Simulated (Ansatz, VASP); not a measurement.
**Two plane-wave programs on As2Pt**

```
As Pt
1.0
     6.00938    0.00000    0.00000
     0.00000    6.00938    0.00000
     0.00000    0.00000    6.00938
As Pt
8 4
Direct
  0.38405 0.38405 0.38405
  0.11595 0.61595 0.88405
  0.88405 0.11595 0.61595
  0.61595 0.88405 0.11595
  0.61595 0.61595 0.61595
  0.88405 0.38405 0.11595
  0.11595 0.88405 0.38405
  0.38405 0.11595 0.88405
  0.00000 0.00000 0.00000
  0.50000 0.00000 0.50000
  0.50000 0.50000 0.00000
  0.00000 0.50000 0.50000
```

Alike in both runs: task single point; functional PBE; k mesh 4 × 4 × 4; occupations fermi-dirac, width 0.02 eV; no spin polarisation.

|  | VASP | Ansatz |
| --- | --- | --- |
| version | VASP 6.6.1 | Ansatz 0.2.0 |
| potentials or method | VASP PAW PBE potentials, release 64 (As, Pt) | plane waves, PAW |
| plane-wave cutoff (eV) | 500 | 420 |
| valence electrons in the cell | 80 | 192 |

```csv
,VASP,Ansatz,Ansatz less VASP
pressure (GPa),3.6,3.6,-0.06
rms of the force components (eV/Å),0.087,0.069,-0.0187
```

Atom by atom the forces differ by 0.019 eV/Å (rms over components). VASP's potentials hold 80 valence electrons a cell and Ansatz's 192, so a difference there can come from the potentials and not from the codes.

Neither program's run includes spin-orbit coupling.
